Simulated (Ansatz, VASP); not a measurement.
# One calculation of BP, two programs

The input INCAR:

```
SYSTEM = BP
ALGO = Normal
EDIFF = 1E-6
ENCUT = 500
GGA = PS
GGA_COMPAT = .FALSE.
ISIF = 2
ISMEAR = 0
LASPH = .TRUE.
LCHARG = .FALSE.
LREAL = .FALSE.
LWAVE = .FALSE.
NBANDS = 11
NELM = 120
PREC = Accurate
SIGMA = 0.02
```

The input KPOINTS:

```
k-points
0
G
  10 10 10
  0 0 0
```

File POSCAR:

```
BP
1.0
    0.0000000000      2.2139491588      2.2139491588
    2.2139491588      0.0000000000      2.2139491588
    2.2139491588      2.2139491588      0.0000000000
B P
1 1
Direct
    0.0000000000      0.0000000000      0.0000000000
    0.2500000000      0.2500000000      0.2500000000
```

Input for Ansatz:

```yaml
crystal:
  lattice:
    - [0.0, 2.2139491588, 2.2139491588]
    - [2.2139491588, 0.0, 2.2139491588]
    - [2.2139491588, 2.2139491588, 0.0]
  atoms:
    - { symbol: B, position: [0.0, 0.0, 0.0] }
    - { symbol: P, position: [0.25, 0.25, 0.25] }
basis:
  ecutwfc: 420
kpoints:
  mp_grid: { grid: [10, 10, 10] }
hamiltonian:
  xc: pbesol
scf:
  occupations: { method: gaussian, width: 0.02 }
output:
  forces: true
  stress: true
  eigenvalues: true
```

Alike in both runs: task single point; functional PBEsol; k mesh 10 × 10 × 10; occupations gaussian, width 0.02 eV; no spin polarisation.

|  | VASP | Ansatz |
| --- | --- | --- |
| version | VASP 6.6.1 | Ansatz 0.2.0 |
| potentials or method | VASP PAW PBE potentials, release 64 (B, P), cutoff 500 eV | scalar-relativistic, plane waves, PAW |
| valence electrons in the cell | 8 | 8 |

VASP gave:

```
gap on the k mesh at the Fermi level (eV) : 1.03
least direct gap on the mesh (eV)         : 3.48
pressure (GPa)                            : 11.9
```

Question: Which values does Ansatz return?

Answer: gap on the k mesh at the Fermi level (eV): 1.04; least direct gap on the mesh (eV): 3.48; pressure (GPa): 11.8.

VASP's potentials were made for PBE, not for PBEsol. The functional is the same, so the differences come from potentials, cutoffs and numerics.
